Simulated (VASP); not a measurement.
# InP in VASP: further runs

Runs on InP. Level: PBE. Tasks: density of states, electric field gradients.

All numbers are computed with VASP 6.6.1; they aren't measurements. Logs are shortened: lines on timing, memory, paths and dates and some standing lists are left out, and cuts for length are marked.

### 1 The cell of the first run

It takes space group Fm-3m (No. 225, cubic). The conventional cell has a = 5.710 Å, b = 5.710 Å, c = 5.710 Å, α = 90.00°, β = 90.00°, γ = 90.00°. In (site symmetry m-3m) has 6 P at 2.85 Å within 3.8 Å. P (site symmetry m-3m) has 6 In at 2.85 Å within 3.8 Å.

### 2 Density of states, PBE

The input, POSCAR:

```
InP
1.0
    0.0000000000      2.8550000000      2.8550000000
    2.8550000000      0.0000000000      2.8550000000
    2.8550000000      2.8550000000      0.0000000000
In P
1 1
Direct
    0.0000000000      0.0000000000      0.0000000000
    0.5000000000      0.5000000000      0.5000000000
```

The input, INCAR.step1:

```
SYSTEM = InP
  PREC = Accurate
  ENCUT = 520
  EDIFF = 1E-7
  ISMEAR = -1
  SIGMA = 0.03
  LREAL = .FALSE.
  LASPH = .TRUE.
  NELM = 100
  ALGO = Normal
  ISIF = 2
  LWAVE = .FALSE.
  LCHARG = .TRUE.
  GGA = PE
  NBANDS = 16
```

The input, KPOINTS.step1:

```
regular mesh
0
G
  11 11 11
  0 0 0
```

The input, INCAR.step2:

```
SYSTEM = InP
  PREC = Accurate
  ENCUT = 520
  EDIFF = 1E-7
  ISMEAR = -5
  SIGMA = 0.03
  LREAL = .FALSE.
  LASPH = .TRUE.
  NELM = 100
  ALGO = Normal
  ISIF = 2
  LWAVE = .FALSE.
  LCHARG = .FALSE.
  GGA = PE
  LORBIT = 11
  NBANDS = 16
  NEDOS = 1001
  ICHARG = 11
```

The input, KPOINTS.step2:

```
regular mesh
0
G
  17 17 17
  0 0 0
```

Potentials or basis: VASP PAW PBE potentials, release 64 (In_d, P).

Command:

```console
> cat potpaw_PBE.64/In_d/POTCAR potpaw_PBE.64/P/POTCAR > POTCAR
> cp INCAR.step1 INCAR
> cp KPOINTS.step1 KPOINTS
> mpirun -np 1 vasp_std > vasp.out
> cp INCAR.step2 INCAR
> cp KPOINTS.step2 KPOINTS
> mpirun -np 1 vasp_std > vasp.out
```

OUTCAR:

```text
SYSTEM = InP
   PREC = Accurate
   ENCUT = 520
   EDIFF = 1E-7
   ISMEAR = -5
   LREAL = .FALSE.
   LASPH = .TRUE.
   NELM = 100
   ISIF = 2
   GGA = PE
   LORBIT = 11
   ICHARG = 11

 ion  position               nearest neighbor table
   1  0.000  0.000  0.000-   2 2.85   2 2.85   2 2.85   2 2.85   2 2.85   2 2.85
   2  0.500  0.500  0.500-   1 2.85   1 2.85   1 2.85   1 2.85   1 2.85   1 2.85

  LATTYP: Found a face centered cubic cell.
 ALAT       =     5.7100000000

  Lattice vectors:

 A1 = (   0.0000000000,   2.8550000000,   2.8550000000)
 A2 = (   2.8550000000,   0.0000000000,   2.8550000000)
 A3 = (   2.8550000000,   2.8550000000,   0.0000000000)

Analysis of symmetry for initial positions (statically):
=====================================================================
 Subroutine PRICEL returns:
 Original cell was already a primitive cell.

 Routine SETGRP: Setting up the symmetry group for a
 face centered cubic supercell.

 Subroutine GETGRP returns: Found 48 space group operations
 (whereof 48 operations were pure point group operations)
 out of a pool of 48 trial point group operations.

The static configuration has the point symmetry O_h .

Analysis of symmetry for dynamics (positions and initial velocities):
=====================================================================
 Subroutine PRICEL returns:
 Original cell was already a primitive cell.

 Routine SETGRP: Setting up the symmetry group for a
 face centered cubic supercell.

 Subroutine GETGRP returns: Found 48 space group operations
 (whereof 48 operations were pure point group operations)
 out of a pool of 48 trial point group operations.

The dynamic configuration has the point symmetry O_h .

 Subroutine INISYM returns: Found 48 space group operations
 (whereof 48 operations are pure point group operations),
 and found     1 'primitive' translations

----------------------------------------------------------------------------------------

                                     Primitive cell

  volume of cell :      46.5424

  direct lattice vectors                    reciprocal lattice vectors
     0.000000000  2.855000000  2.855000000    -0.175131349  0.175131349  0.175131349
     2.855000000  0.000000000  2.855000000     0.175131349 -0.175131349  0.175131349
     2.855000000  2.855000000  0.000000000     0.175131349  0.175131349 -0.175131349

  length of vectors
     4.037579721  4.037579721  4.037579721     0.303336394  0.303336394  0.303336394

  position of ions in fractional coordinates (direct lattice)
     0.000000000  0.000000000  0.000000000
[... 84 lines left out ...]
   IBRION =     -1    ionic relax: 0-MD 1-quasi-New 2-CG
   NFREE  =      0    steps in history (QN), initial steepest desc. (CG)
   ISIF   =      2    stress and relaxation
   ISYM   =      2    0-nonsym 1-usesym 2-fastsym
   POTIM  = 0.5000    time-step for ionic-motion
   TEBEG  =    0.0;   TEEND  =   0.0 temperature during run
   PSTRESS=    0.0 pullay stress
   NELECT =      18.0000    total number of electrons
   NUPDOWN=      -1.0000    fix difference up-down
   EMIN   =  10.00;   EMAX   =-10.00  energy-range for DOS
   EFERMI =   0.00;   METHOD = LEGACY
   ISMEAR =    -5;   SIGMA  =   0.03  broadening in eV -4-tet -1-fermi 0-gaus
   EFERMI_NEDOS =   21; number of points for ismear=-14 and -15
   IALGO  =     38    algorithm
   IMIX   =      4    mixing-type and parameters
     AMIX     =   0.40;   BMIX     =  1.00
     AMIX_MAG =   1.60;   BMIX_MAG =  1.00
  volume/ion in A,a.u.               =      23.27       157.04
  Fermi-wavevector in a.u.,A,eV,Ry     =   1.192750  2.253971 19.356375  1.422653
  Thomas-Fermi vector in A             =   2.328781
   LORBIT       =     11    0 simple, 1 ext, 2 COOP (PROOUT), +10 PAW based schemes
   GGA     = PE    functional components
   LHFCALC =     F    Hartree Fock is set to
   AEXX    =    0.0000 exact exchange contribution
   IVDW    =     0    specifies the selected vdW correction
   LEPSILON=     F    determine dielectric tensor
   LRPA    =     F    only Hartree local field effects (RPA)
 non-spin polarized calculation
 Fermi weights with tetrahedron method with Bloechl corrections
  energy-cutoff  :      520.00
  volume of cell :       46.54
 maximum number of plane-waves:      1279
 NGX is ok and might be reduce to    30

 number of electron      17.9999993 magnetization

 Free energy of the ion-electron system (eV)
  ---------------------------------------------------
  ext. energy  EPLUGINS =         0.00000000
  ---------------------------------------------------
  free energy    TOTEN  =        -7.84093188 eV

  energy without entropy =       -7.84093188  energy(sigma->0) =       -7.84093188

 E-fermi :   5.9415     XC(G=0):  -9.9774

 val. band max:        6.0380695764   @ k =   0.4118   0.0000   0.0000
 cond. band min:       5.7885338689   @ k =   0.0000   0.0000   0.0000
 fundamental gap:     -0.2495357075
 Fermi energy:         5.9414914640

 k-point     1 :       0.0000    0.0000    0.0000
  band No.  band energies     occupation
      1      -8.1600      2.00000
      2      -8.1600      2.00000
      3      -8.1431      2.00000
      4      -8.1431      2.00000
      5      -8.1431      2.00000
      6      -5.4078      2.00000
[... 433 lines left out ...]
      3      -8.1437      2.00000
      4      -8.1353      2.00000
      5      -8.1300      2.00000
      6      -5.1650      2.00000
[... 8 lines left out ...]
     15      14.2562      0.00000
     16      14.3214      0.00000

 [... further k-points ...]
[... 5 lines left out ...]
  --------------------------------------------------------------------------------------
  -------------------------------------------------------------------------------------
  Total       -1.7493331     -1.7493331     -1.7493331      0.0000000      0.0000000      0.0000000
  in kB      -60.2191713    -60.2191713    -60.2191713      0.0000000      0.0000000      0.0000000
  external PRESSURE =     -60.2191713 kB  Pullay stress =       0.0000000 kB

 VOLUME and BASIS-vectors are now :
 -----------------------------------------------------------------------------
  energy-cutoff  :      520.00
  volume of cell :       46.54
      direct lattice vectors                 reciprocal lattice vectors
     0.000000000  2.855000000  2.855000000    -0.175131349  0.175131349  0.175131349
     2.855000000  0.000000000  2.855000000     0.175131349 -0.175131349  0.175131349
     2.855000000  2.855000000  0.000000000     0.175131349  0.175131349 -0.175131349

 POSITION                                       TOTAL-FORCE (eV/Angst)
 -----------------------------------------------------------------------------------
      0.00000      0.00000      0.00000         0.000000      0.000000     -0.000000
      2.85500      2.85500      2.85500        -0.000000     -0.000000      0.000000
 -----------------------------------------------------------------------------------
    total drift:                               -0.000000      0.000000      0.000000

  FREE ENERGIE OF THE ION-ELECTRON SYSTEM (eV)
  ---------------------------------------------------
  free  energy   TOTEN  =        -7.8409318806 eV

  energy  without entropy=       -7.8409318806  energy(sigma->0) =       -7.84093188

 total charge

# of ion       s       p       d       tot
------------------------------------------
    1        0.844   0.514   9.884  11.242
    2        1.079   1.358   0.000   2.437
--------------------------------------------------
tot          1.923   1.871   9.884  13.678
```

OUTCAR.step1:

```text
SYSTEM = InP
   PREC = Accurate
   ENCUT = 520
   EDIFF = 1E-7
   ISMEAR = -1
   LREAL = .FALSE.
[... 678 lines left out ...]
      0.00000      0.00000      0.00000         0.000000     -0.000000     -0.000000
      2.85500      2.85500      2.85500        -0.000000      0.000000      0.000000
 -----------------------------------------------------------------------------------
    total drift:                               -0.000000      0.000000      0.000000

  FREE ENERGIE OF THE ION-ELECTRON SYSTEM (eV)
  ---------------------------------------------------
  free  energy   TOTEN  =        -7.8474238446 eV

  energy  without entropy=       -7.8448612518  energy(sigma->0) =       -7.84614255
```

It used 100 s of CPU time on 1 thread of Intel Xeon 6975P-C (shared host).

Results:

```yaml
Valence_electrons_inside_the_program's_atomic_spheres: In 11.24; P 2.44
```

Caveat: spin-orbit coupling is left out, which moves the levels of the heavy elements; tetrahedron occupations give inexact forces and stress in metals.

### 3 Electric field gradients, PBE (zz strain of -3 %)

The input, INCAR:

```
PREC     = Accurate       # precision mode
ENCUT    = 520            # plane-wave cutoff, eV
EDIFF    = 1E-8           # SCF threshold, eV
ISMEAR   = -1             # smearing method
SIGMA    = 0.03           # smearing width, eV
LREAL    = F              # projectors in reciprocal space
LASPH    = T              # aspherical terms in the spheres
NELM     = 60             # most SCF steps
ALGO     = Normal         # electronic algorithm
ISIF     = 2              # what is computed and relaxed
LWAVE    = F              # write WAVECAR
LCHARG   = F              # write CHGCAR
GGA      = PE             # functional
LEFG     = T            
NBANDS   = 16             # bands
```

The input, KPOINTS:

```
Automatic mesh
0
Gamma
  11 11 11
```

The input, POSCAR:

```
InP
1.0
    0.0000000000      2.8550000000      2.7693500000
    2.8550000000      0.0000000000      2.7693500000
    2.8550000000      2.8550000000      0.0000000000
In P
1 1
Direct
    0.0000000000      0.0000000000      0.0000000000
    0.5000000000      0.5000000000      0.5000000000
```

Potentials or basis: VASP PAW PBE potentials, release 64 (In_d, P).

Command:

```console
> cat potpaw_PBE.64/In_d/POTCAR potpaw_PBE.64/P/POTCAR > POTCAR
> mpirun -np 1 vasp_std > vasp.out
```

OUTCAR:

```text
PREC = Accurate
   ENCUT = 520
   EDIFF = 1E-8
   ISMEAR = -1
   LREAL = F
   LASPH = T
   NELM = 60
   ISIF = 2
   GGA = PE

 ion  position               nearest neighbor table
   1  0.000  0.000  0.000-   2 2.77   2 2.77   2 2.85   2 2.85   2 2.85   2 2.85
   2  0.500  0.500  0.500-   1 2.77   1 2.77   1 2.85   1 2.85   1 2.85   1 2.85

  LATTYP: Found a body centered tetragonal cell.
 ALAT       =     4.0375797206
 C/A-ratio  =     1.3717871555

  Lattice vectors:

 A1 = (   0.0000000000,  -2.8550000000,  -2.7693500000)
 A2 = (   0.0000000000,   2.8550000000,  -2.7693500000)
 A3 = (   2.8550000000,   0.0000000000,   2.7693500000)

Analysis of symmetry for initial positions (statically):
=====================================================================
 Subroutine PRICEL returns:
 Original cell was already a primitive cell.
[... 647 lines left out ...]
  energy-cutoff  :      520.00
  volume of cell :       45.15
      direct lattice vectors                 reciprocal lattice vectors
     0.000000000  2.855000000  2.769350000    -0.175131349  0.175131349  0.180547782
     2.855000000  0.000000000  2.769350000     0.175131349 -0.175131349  0.180547782
     2.855000000  2.855000000  0.000000000     0.175131349  0.175131349 -0.180547782

 POSITION                                       TOTAL-FORCE (eV/Angst)
 -----------------------------------------------------------------------------------
      0.00000      0.00000      0.00000         0.000000     -0.000000      0.000000
      2.85500      2.85500      2.76935        -0.000000      0.000000     -0.000000
 -----------------------------------------------------------------------------------
    total drift:                               -0.000000      0.000000      0.000000

  FREE ENERGIE OF THE ION-ELECTRON SYSTEM (eV)
  ---------------------------------------------------
  free  energy   TOTEN  =        -7.8790557843 eV

  energy  without entropy=       -7.8764351835  energy(sigma->0) =       -7.87774548

 Electric field gradients (V/A^2)
---------------------------------------------------------------------
 ion       V_xx      V_yy      V_zz      V_xy      V_xz      V_yz
---------------------------------------------------------------------
   1      14.671    14.671   -29.343    -0.000     0.000     0.000
   2      -1.260    -1.260     2.519    -0.000    -0.000    -0.000
---------------------------------------------------------------------

 Electric field gradients after diagonalization (V/A^2)
 (convention: |V_zz| > |V_xx| > |V_yy|)
----------------------------------------------------------------------
 ion       V_xx      V_yy      V_zz     asymmetry (V_yy - V_xx)/ V_zz
----------------------------------------------------------------------
   1      14.672    14.671   -29.343       0.000
   2      -1.260    -1.260     2.519       0.000
----------------------------------------------------------------------

           NMR quadrupolar parameters

 Cq : quadrupolar parameter    Cq=e*Q*V_zz/h
 eta: asymmetry parameters     (V_yy - V_xx)/ V_zz
 Q  : nuclear electric quadrupole moment in mb (millibarn)
----------------------------------------------------------------------
 ion       Cq(MHz)       eta       Q (mb)
----------------------------------------------------------------------
   1      -0.071       0.000       1.000
   2       0.006       0.000       1.000
----------------------------------------------------------------------
```

OSZICAR:

```text
N       E                     dE             d eps       ncg     rms          rms(c)
DAV:   1     0.108930113236E+03    0.10893E+03   -0.84007E+03  4056   0.129E+03
DAV:   2    -0.123437940399E+01   -0.11016E+03   -0.10550E+03  4536   0.303E+02
DAV:   3    -0.800048323839E+01   -0.67661E+01   -0.66759E+01  5288   0.712E+01
DAV:   4    -0.816749148260E+01   -0.16701E+00   -0.16694E+00  5208   0.116E+01
DAV:   5    -0.817450804288E+01   -0.70166E-02   -0.70164E-02  5944   0.208E+00    0.431E+00
DAV:   6    -0.788411988588E+01    0.29039E+00   -0.54265E-01  6128   0.112E+01    0.245E+00
DAV:   7    -0.787894970550E+01    0.51702E-02   -0.65072E-02  5416   0.189E+00    0.110E+00
DAV:   8    -0.787891095964E+01    0.38746E-04   -0.52309E-03  5160   0.833E-01    0.104E-01
DAV:   9    -0.787901539685E+01   -0.10444E-03   -0.35554E-04  5984   0.263E-01    0.720E-02
DAV:  10    -0.787904399537E+01   -0.28599E-04   -0.38996E-05  5224   0.531E-02    0.277E-02
DAV:  11    -0.787905543659E+01   -0.11441E-04   -0.11224E-05  5256   0.270E-02    0.606E-03
DAV:  12    -0.787905589148E+01   -0.45488E-06   -0.97696E-07  5176   0.127E-02    0.374E-03
DAV:  13    -0.787905582962E+01    0.61858E-07   -0.73238E-08  5344   0.258E-03    0.177E-03
DAV:  14    -0.787905578705E+01    0.42568E-07   -0.22620E-08  4792   0.109E-03    0.490E-04
DAV:  15    -0.787905578427E+01    0.27831E-08   -0.61873E-10  3120   0.243E-04
   1 F= -.78790558E+01 E0= -.78777455E+01  d E =-.262060E-02
```

Wall time 53 s (1 thread of Intel Xeon Platinum 8559C (Emerald Rapids), shared host); peak memory 0.22 GiB.

Results:

```yaml
Free_energy: -7.8791 eV
Pressure: -3.8 GPa
Band_gap_on_the_k_mesh: zero (band 9 reaches 6.60 eV, above the bottom of band 10 at 4.12 eV)
```

Electric field gradients, principal values (V/Å²):
```tsv
atom	least	middle	greatest (by size)
1 In	14.671	14.672	-29.343
2 P	-1.260	-1.260	2.519
```

Caveat: the cell differs from its parent crystal (zz strain of -3 %); without QUAD_EFG the Cq values of the log hold for a quadrupole moment of 1 mb, not for the nuclei; spin-orbit coupling is left out, which moves the levels of the heavy elements.

(Continued in part 2 of 2.)
